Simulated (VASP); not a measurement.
Rh:

```xyz
2
Lattice="2.7730 0.0000 0.0000 -1.3865 2.4015 0.0000 0.0000 0.0000 4.4650" Properties=species:S:1:pos:R:3 pbc="T T T"
Rh    1.3865    0.8005    3.3487
Rh    0.0000    1.6010    1.1162
```

This isn't the form of Rh at room conditions, which is fcc.

Base run:

```yaml
Program: VASP 6.6.1
Functional: LDA
Potentials_or_basis: VASP PAW LDA potentials, release 64 (Rh_pv)
Cutoff: 520 eV
k_mesh: 21 × 21 × 12
Occupations: gaussian, width 0.15 eV
Spin: collinear spin, ferromagnetic start
Starting_moments: "[0.625, 0.625] μB"
Fixed_moment: 1.25 μB
```

Its results: pressure -24.0 GPa; site moments Rh +0.62 μB.

Question: The run is repeated on the same cell with these changes: fixed moment from 1.25 μB to 1 μB; moments at the start from [0.62, 0.62] to [0.5, 0.5]. What comes out?

Answer: Pressure -24.7 GPa; site moments Rh +0.49 μB.

Caveats: the cell stands under tension; the total moment is fixed, so each spin has its own Fermi level.
